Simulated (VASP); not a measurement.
Wanted: the native input for a VASP 6.6.1 run.

```
Task                   : single point
Functional             : PBE
Potentials or basis    : VASP PAW PBE potentials, release 64 (Al, N)
Cutoff                 : 520 eV
k mesh                 : 4 × 8 × 3
Occupations            : gaussian, width 0.05 eV
Spin                   : no spin polarisation
Dipole correction      : no
Further INCAR settings : LREAL = Auto; ALGO = Normal; EDIFF = 1e-06; NBANDS = 46
```

The structure of AlN lies in POSCAR:

```
AlN
1.0
   -1.5651197814     -2.7108669814      5.0179796556
    1.5651197814     -2.7108669814      0.0000000000
    6.8865270384      1.0843467925      8.0287674490
Al N
8 8
Direct
    0.6090938972      0.9991356412      0.0981155127
    0.4090938972      0.4991356413      0.8481155127
    0.2090938972      0.4991356413      0.3481155127
   -0.1909061028      0.9991356413      0.5981155127
    0.7757605638      0.2491356413      0.3064488460
    0.1757605638      0.7491356413      0.0564488460
    0.3757605638      0.7491356413      0.5564488460
   -0.0242394362      0.2491356413      0.8064488460
    0.8380194362      0.8083643587      0.1935011540
   -0.3619805638      0.3083643587      0.9435011540
    0.4380194362      0.3083643587      0.4435011540
    0.0380194362      0.8083643587      0.6935011540
    0.0046861028      0.0583643588      0.4018344873
    0.4046861028      0.5583643588      0.1518344873
    0.6046861028      0.5583643588      0.6518344873
    0.2046861028      0.0583643588      0.9018344873
```

These files were run (other wordings do the same):

INCAR

```
  PREC = Accurate
  ENCUT = 520
  EDIFF = 1E-6
  ISMEAR = 0
  SIGMA = 0.05
  LREAL = Auto
  LASPH = T
  NELM = 60
  ALGO = Normal
  ISIF = 2
  LWAVE = F
  LCHARG = F
  GGA = PE
  NBANDS = 46
```

KPOINTS

```
regular mesh
0
Gamma
  4 8 3
```

Potentials or basis: VASP PAW PBE potentials, release 64 (Al, N).

Command:

```sh
$ cat potpaw_PBE.64/Al/POTCAR potpaw_PBE.64/N/POTCAR > POTCAR
$ mpirun -np 1 vasp_std > vasp.out
```

It gave:

- Pressure: 8.2 GPa
- Largest force: 7.999 eV/Å
- Band gap on the k mesh: 0.06 eV, indirect (least direct gap 0.07 eV)

Caveat: forces of over 1 eV/Å act on the atoms, so gaps and moduli don't describe the material at rest.

Wall time 17 min on 1 thread of Oxide Virtual Turin-like Processor (shared host), peak memory 0.38 GiB.
